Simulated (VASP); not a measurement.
# Zr (P6_3/mmc) in VASP: notebook, part 3 of 3

VASP 6.6.1. Earlier steps stand in the parts before.

## 6. Electric field gradients, LDA (22.82 Å³/atom)

This run uses another cell than the first one, of 22.82 Å³/atom.

INCAR

```
SYSTEM = Zr
ALGO = Normal
EDIFF = 1E-8
ENCUT = 520
GGA = CA
ISIF = 2
ISMEAR = -1
LASPH = .TRUE.
LCHARG = .FALSE.
LEFG = .TRUE.
LREAL = .FALSE.
LWAVE = .FALSE.
NBANDS = 19
NELM = 60
PREC = Accurate
SIGMA = 0.03
```

KPOINTS

```
k-points
0
G
  13 13 7
  0 0 0
```

POSCAR

```
Zr
1.0
    3.2103063057      0.0000000000      0.0000000000
   -1.6051531528      2.7802068146      0.0000000000
    0.0000000000      0.0000000000      5.1124553350
Zr
2
Direct
    0.3333333333      0.6666666667      0.2500000000
    0.6666666667      0.3333333333      0.7500000000
```

Potentials or basis: VASP PAW LDA potentials, release 64 (Zr_sv).

Started as:

```console
> cat potpaw_LDA.64/Zr_sv/POTCAR > POTCAR
> mpirun -np 1 vasp_std > vasp.out
```

OUTCAR:

```text
SYSTEM = Zr
   EDIFF = 1E-8
   ENCUT = 520
   GGA = CA
   ISIF = 2
   ISMEAR = -1
   LASPH = .TRUE.
   LREAL = .FALSE.
   NELM = 60
   PREC = Accurate

 ion  position               nearest neighbor table
   1  0.333  0.667  0.250-   2 3.16   2 3.16   2 3.16   2 3.16   2 3.16   2 3.16
   2  0.667  0.333  0.750-   1 3.16   1 3.16   1 3.16   1 3.16   1 3.16   1 3.16

  LATTYP: Found a hexagonal cell.
 ALAT       =     3.2103063057
 C/A-ratio  =     1.5925132521

  Lattice vectors:

 A1 = (   3.2103063057,   0.0000000000,   0.0000000000)
 A2 = (  -1.6051531528,   2.7802068146,   0.0000000000)
 A3 = (   0.0000000000,   0.0000000000,   5.1124553350)

Analysis of symmetry for initial positions (statically):
=====================================================================
 Subroutine PRICEL returns:
 Original cell was already a primitive cell.

 Routine SETGRP: Setting up the symmetry group for a
 hexagonal supercell.

 Subroutine GETGRP returns: Found 24 space group operations
 (whereof 12 operations were pure point group operations)
 out of a pool of 24 trial point group operations.

The static configuration has the point symmetry D_3d.
 The point group associated with its full space group is D_6h.

Analysis of symmetry for dynamics (positions and initial velocities):
=====================================================================
 Subroutine PRICEL returns:
 Original cell was already a primitive cell.

 Routine SETGRP: Setting up the symmetry group for a
 hexagonal supercell.

 Subroutine GETGRP returns: Found 24 space group operations
 (whereof 12 operations were pure point group operations)
 out of a pool of 24 trial point group operations.

The dynamic configuration has the point symmetry D_3d.
 The point group associated with its full space group is D_6h.

 Subroutine INISYM returns: Found 24 space group operations
 (whereof 12 operations are pure point group operations),
 and found     1 'primitive' translations

----------------------------------------------------------------------------------------

                                     Primitive cell

  volume of cell :      45.6303

  direct lattice vectors                    reciprocal lattice vectors
     3.210306306  0.000000000  0.000000000     0.311496756  0.179842736  0.000000000
    -1.605153153  2.780206815  0.000000000     0.000000000  0.359685472  0.000000000
     0.000000000  0.000000000  5.112455335     0.000000000  0.000000000  0.195600731

  length of vectors
     3.210306306  3.210306306  5.112455335     0.359685472  0.359685472  0.195600731

  position of ions in fractional coordinates (direct lattice)
     0.333333333  0.666666667  0.250000000
     0.666666667  0.333333333  0.750000000

  ion indices of the primitive-cell ions
   primitive index   ion index
                 1           1
                 2           2

----------------------------------------------------------------------------------------

 KPOINTS: k-points
[... 68 lines left out ...]
   EDIFF  = 0.1E-07   stopping-criterion for ELM
   LREAL  =      F    real-space projection
   EDIFFG = 0.1E-06   stopping-criterion for IOM
   NSW    =      0    number of steps for IOM
   IBRION =     -1    ionic relax: 0-MD 1-quasi-New 2-CG
   NFREE  =      0    steps in history (QN), initial steepest desc. (CG)
   ISIF   =      2    stress and relaxation
   ISYM   =      2    0-nonsym 1-usesym 2-fastsym
   POTIM  = 0.5000    time-step for ionic-motion
   TEBEG  =    0.0;   TEEND  =   0.0 temperature during run
   PSTRESS=    0.0 pullay stress
   NELECT =      24.0000    total number of electrons
   NUPDOWN=      -1.0000    fix difference up-down
   EMIN   =  10.00;   EMAX   =-10.00  energy-range for DOS
   EFERMI =   0.00;   METHOD = LEGACY
   ISMEAR =    -1;   SIGMA  =   0.03  broadening in eV -4-tet -1-fermi 0-gaus
   EFERMI_NEDOS =   21; number of points for ismear=-14 and -15
   IALGO  =     38    algorithm
   IMIX   =      4    mixing-type and parameters
     AMIX     =   0.40;   BMIX     =  1.00
     AMIX_MAG =   1.60;   BMIX_MAG =  1.00
  volume/ion in A,a.u.               =      22.82       153.96
  Fermi-wavevector in a.u.,A,eV,Ry     =   1.321481  2.497237 23.760013  1.746312
  Thomas-Fermi vector in A             =   2.451232
   LORBIT       =      0    0 simple, 1 ext, 2 COOP (PROOUT), +10 PAW based schemes
   GGA     = CA    functional components
   LHFCALC =     F    Hartree Fock is set to
   AEXX    =    0.0000 exact exchange contribution
   IVDW    =     0    specifies the selected vdW correction
   LEPSILON=     F    determine dielectric tensor
   LRPA    =     F    only Hartree local field effects (RPA)
 non-spin polarized calculation
  energy-cutoff  :      520.00
  volume of cell :       45.63
 maximum number of plane-waves:      1246
 NGX is ok and might be reduce to    24
   NGX = 11   NGY = 11   NGZ = 19

 number of electron      24.0000000 magnetization

 Free energy of the ion-electron system (eV)
  ---------------------------------------------------
  ext. energy  EPLUGINS =         0.00000000
  ---------------------------------------------------
  free energy    TOTEN  =       -18.55708102 eV

  energy without entropy =      -18.54954399  energy(sigma->0) =      -18.55331251

 E-fermi :   9.0380     XC(G=0): -11.3870

 val. band max:        9.0366099566   @ k =   0.3846   0.1538   0.2857
 cond. band min:       9.0475584903   @ k =   0.1538   0.1538   0.4286
 fundamental gap:      0.0109485338
 Fermi energy:         9.0380141424

 k-point     1 :       0.0000    0.0000    0.0000
  band No.  band energies     occupation
      1     -39.5029      2.00000
      2     -39.3302      2.00000
      3     -18.2188      2.00000
      4     -17.2754      2.00000
      5     -17.2754      2.00000
      6     -17.1251      2.00000
[... 505 lines left out ...]
      6     -17.3193      2.00000
[... 11 lines left out ...]
     18      11.3211      0.00000
     19      13.8522      0.00000

 [... further k-points ...]
[... 5 lines left out ...]
  --------------------------------------------------------------------------------------
  -------------------------------------------------------------------------------------
  Total       -1.3078452     -1.3078452     -1.0438867     -0.0000000      0.0000000      0.0000000
  in kB      -45.9212611    -45.9212611    -36.6531118     -0.0000000      0.0000000      0.0000000
  external PRESSURE =     -42.8318780 kB  Pullay stress =       0.0000000 kB

 VOLUME and BASIS-vectors are now :
 -----------------------------------------------------------------------------
  energy-cutoff  :      520.00
  volume of cell :       45.63
      direct lattice vectors                 reciprocal lattice vectors
     3.210306306  0.000000000  0.000000000     0.311496756  0.179842736  0.000000000
    -1.605153153  2.780206815  0.000000000     0.000000000  0.359685472  0.000000000
     0.000000000  0.000000000  5.112455335     0.000000000  0.000000000  0.195600731

 POSITION                                       TOTAL-FORCE (eV/Angst)
 -----------------------------------------------------------------------------------
     -0.00000      1.85347      1.27811        -0.000000     -0.000000      0.000000
      1.60515      0.92674      3.83434         0.000000      0.000000      0.000000
 -----------------------------------------------------------------------------------
    total drift:                               -0.000000      0.000000     -0.000000

  FREE ENERGIE OF THE ION-ELECTRON SYSTEM (eV)
  ---------------------------------------------------
  free  energy   TOTEN  =       -18.5570810195 eV

  energy  without entropy=      -18.5495439948  energy(sigma->0) =      -18.55331251

 Electric field gradients (V/A^2)
---------------------------------------------------------------------
 ion       V_xx      V_yy      V_zz      V_xy      V_xz      V_yz
---------------------------------------------------------------------
   1     -22.046   -22.046    44.091     0.000     0.000    -0.000
   2     -22.046   -22.046    44.091     0.000    -0.000     0.000
---------------------------------------------------------------------

 Electric field gradients after diagonalization (V/A^2)
 (convention: |V_zz| > |V_xx| > |V_yy|)
----------------------------------------------------------------------
 ion       V_xx      V_yy      V_zz     asymmetry (V_yy - V_xx)/ V_zz
----------------------------------------------------------------------
   1     -22.046   -22.045    44.091       0.000
   2     -22.046   -22.045    44.091       0.000
----------------------------------------------------------------------

           NMR quadrupolar parameters

 Cq : quadrupolar parameter    Cq=e*Q*V_zz/h
 eta: asymmetry parameters     (V_yy - V_xx)/ V_zz
 Q  : nuclear electric quadrupole moment in mb (millibarn)
----------------------------------------------------------------------
 ion       Cq(MHz)       eta       Q (mb)
----------------------------------------------------------------------
   1       0.107       0.000       1.000
   2       0.107       0.000       1.000
----------------------------------------------------------------------
```

OSZICAR:

```text
N       E                     dE             d eps       ncg     rms          rms(c)
DAV:   1     0.216733651997E+03    0.21673E+03   -0.13266E+04  3200   0.126E+03
DAV:   2    -0.305366909844E+01   -0.21979E+03   -0.21551E+03  3684   0.370E+02
DAV:   3    -0.189075689359E+02   -0.15854E+02   -0.15742E+02  5785   0.724E+01
DAV:   4    -0.193102321282E+02   -0.40266E+00   -0.40211E+00  3773   0.117E+01
DAV:   5    -0.193216175402E+02   -0.11385E-01   -0.11383E-01  4762   0.140E+00    0.150E+01
DAV:   6    -0.186833733479E+02    0.63824E+00   -0.94524E-01  3483   0.708E+00    0.594E+00
DAV:   7    -0.185550671138E+02    0.12831E+00   -0.58312E-01  4631   0.472E+00    0.108E+00
DAV:   8    -0.185568534638E+02   -0.17864E-02   -0.28632E-02  4153   0.138E+00    0.236E-01
DAV:   9    -0.185570869890E+02   -0.23353E-03   -0.13065E-03  4324   0.305E-01    0.231E-02
DAV:  10    -0.185570790802E+02    0.79088E-05   -0.43649E-05  4554   0.396E-02    0.205E-02
DAV:  11    -0.185570810849E+02   -0.20047E-05   -0.67937E-06  3627   0.276E-02    0.153E-03
DAV:  12    -0.185570810306E+02    0.54278E-07   -0.30761E-07  4424   0.377E-03    0.121E-03
DAV:  13    -0.185570810183E+02    0.12351E-07   -0.25855E-08  3126   0.717E-04    0.416E-04
DAV:  14    -0.185570810195E+02   -0.12492E-08   -0.14743E-09  2001   0.300E-04
   1 F= -.18557081E+02 E0= -.18553313E+02  d E =-.753702E-02
```

stdout:

```text
POSCAR found type information on POSCAR Zr
 POSCAR found :  1 types and       2 ions
 scaLAPACK will be used
 LDA part: xc-table for (Slater(with rela. corr.)+CA(PZ))
 , standard interpolation
 POSCAR, INCAR and KPOINTS ok, starting setup
 FFT: planning ... GRIDC
 FFT: planning ... GRID_SOFT
 FFT: planning ... GRID
 WAVECAR not read
 entering main loop
ion   1

ion   2
```

It took 34 s on 1 thread of Intel Xeon Platinum 8488C (Sapphire Rapids), shared host; peak memory 0.18 GiB.

Results:

```yaml
Free_energy: -18.5571 eV
Pressure: -4.3 GPa
Band_gap_on_the_k_mesh: zero (bands 12 and 13 overlap by 1.16 eV)
Largest_electric_field_gradient_by_atom: Zr +44.1 V/Å²
```

Electric field gradients, principal values (V/Å²):
| atom | least | middle | greatest (by size) |
| --- | --- | --- | --- |
| 1 Zr | -22.045 | -22.046 | 44.091 |
| 2 Zr | -22.045 | -22.046 | 44.091 |

Caveat: the cell stands under tension; without QUAD_EFG the Cq values of the log hold for a quadrupole moment of 1 mb, not for the nuclei.

## 7. Overview

| cell | gap on the mesh (eV) | pressure (GPa) |
| --- | --- | --- |
| a = 3.166, b = 3.166, c = 5.042 Å, angles 90.0, 90.0, 120.0°, 2 atoms | none | -0.3 |
| a = 3.188, b = 3.188, c = 5.077 Å, angles 90.0, 90.0, 120.0°, 2 atoms | none | -2.4 |
| a = 3.210, b = 3.210, c = 5.112 Å, angles 90.0, 90.0, 120.0°, 2 atoms | none | -4.3 |

Alike in all rows: task electric field gradients; level LDA; potentials or basis VASP PAW LDA potentials, release 64 (Zr_sv); no spin polarisation; k mesh 13 × 13 × 7; cutoff (eV) 520; smearing fermi-dirac 0.03 eV.

Caveats: the cell stands under tension (at least some runs).

Absolute energies hang on the potentials; compare differences alone.
